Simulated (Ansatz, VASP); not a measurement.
TaN in VASP and in Ansatz

POSCAR

```
TaN
1.0
    2.1982663152      2.1982663152      0.0000000000
   -2.1982663152      2.1982663152      0.0000000000
    0.0000000000      0.0000000000      4.4624806199
Ta N
2 2
Direct
    0.5000000000      0.5000000000      0.0000000000
    0.0000000000      0.0000000000      0.5000000000
    0.0000000000      0.0000000000      0.0000000000
    0.5000000000      0.5000000000      0.5000000000
```

INCAR.step1

```
PREC = Accurate ; ENCUT = 520
ISMEAR = 0 ; SIGMA = 0.1
LREAL = F ; LASPH = T
NELM = 60 ; NBANDS = 24
GGA = PE ; ALGO = Normal
EDIFF = 1E-4 ; LWAVE = T
LCHARG = F
```

The input INCAR.step2:

```
PREC = Accurate ; ENCUT = 520
EDIFF = 1E-6 ; ISMEAR = 0
SIGMA = 0.1 ; LREAL = F
LASPH = T ; NELM = 60
ALGO = Normal ; ISIF = 2
LWAVE = F ; LCHARG = T
METAGGA = R2SCAN ; LMIXTAU = T
LELF = T ; LVHAR = T
NBANDS = 24 ; ISTART = 1
```

KPOINTS

```
Automatic mesh
0
Gamma
  16 16 12
```

Input for Ansatz:

```yaml
crystal:
  lattice:
    - [2.1982663152, 2.1982663152, 0.0]
    - [-2.1982663152, 2.1982663152, 0.0]
    - [0.0, 0.0, 4.4624806199]
  atoms:
    - { symbol: Ta, position: [0.5, 0.5, 0.0] }
    - { symbol: Ta, position: [0.0, 0.0, 0.5] }
    - { symbol: "N", position: [0.0, 0.0, 0.0] }
    - { symbol: "N", position: [0.5, 0.5, 0.5] }
basis:
  ecutwfc: 500
kpoints:
  mp_grid: { grid: [16, 16, 12] }
hamiltonian:
  xc: r2scan
scf:
  occupations: { method: gaussian, width: 0.1 }
output:
  forces: true
  stress: true
  eigenvalues: true
```

Change from the starting cell: strain along c alone, the other axes held, atoms relaxed: +1.5 %.

Alike in both runs: task single point; functional r2SCAN; k mesh 16 × 16 × 12; occupations gaussian, width 0.1 eV; no spin polarisation.

```csv
,VASP,Ansatz
version,VASP 6.6.1,Ansatz 0.2.0
potentials or method,"VASP PAW PBE potentials, release 64 (Ta_pv, N), cutoff 520 eV","scalar-relativistic, plane waves, PAW"
valence electrons in the cell,32,36
```

Ansatz gave:

* gap on the k mesh at the Fermi level (eV): none
* pressure (GPa): -4.9
* traceless stress, the component that is largest in VASP (GPa): -4.79

**Question.** Estimate VASP's values.

**Answer.** gap on the k mesh at the Fermi level (eV): none; pressure (GPa): -3.1; traceless stress, the component that is largest in VASP (GPa): -4.77.

VASP's potentials were made for PBE, not for r2SCAN. A gap of «none» marks a metal or a gap that the smearing closes. With one functional, cell and mesh, what is left measures potentials, basis and numerics. VASP's potentials hold 32 valence electrons a cell and Ansatz's 36, so a difference there can come from the potentials and not from the codes.

Spin-orbit coupling is off throughout.
